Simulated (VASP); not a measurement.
Here is a VASP 6.6.1 calculation.

File INCAR:

```
PREC = Accurate ; ENCUT = 520
EDIFF = 1E-6 ; ISMEAR = -1
SIGMA = 0.1 ; LREAL = False
LASPH = True ; NELM = 80
ALGO = Normal ; ISIF = 2
LWAVE = False ; LCHARG = True
LELF = True ; LVHAR = True
NBANDS = 16
```

Contents of KPOINTS:

```
Automatic mesh
0
Gamma
  12 12 12
```

The input POSCAR:

```
PW
1.0
    0.0000000000      2.6709933563      2.6709933563
    2.6709933563      0.0000000000      2.6709933563
    2.6709933563      2.6709933563      0.0000000000
W P
1 1
Direct
    0.0000000000      0.0000000000      0.0000000000
    0.2500000000      0.2500000000      0.2500000000
```

Potentials or basis: VASP PAW LDA potentials, release 64 (W_sv, P).

The run is started by

```bash
$ cat potpaw_LDA.64/W_sv/POTCAR potpaw_LDA.64/P/POTCAR > POTCAR
$ mpirun -np 1 vasp_std > vasp.out
```

Estimate the pressure.

0.4 GPa.
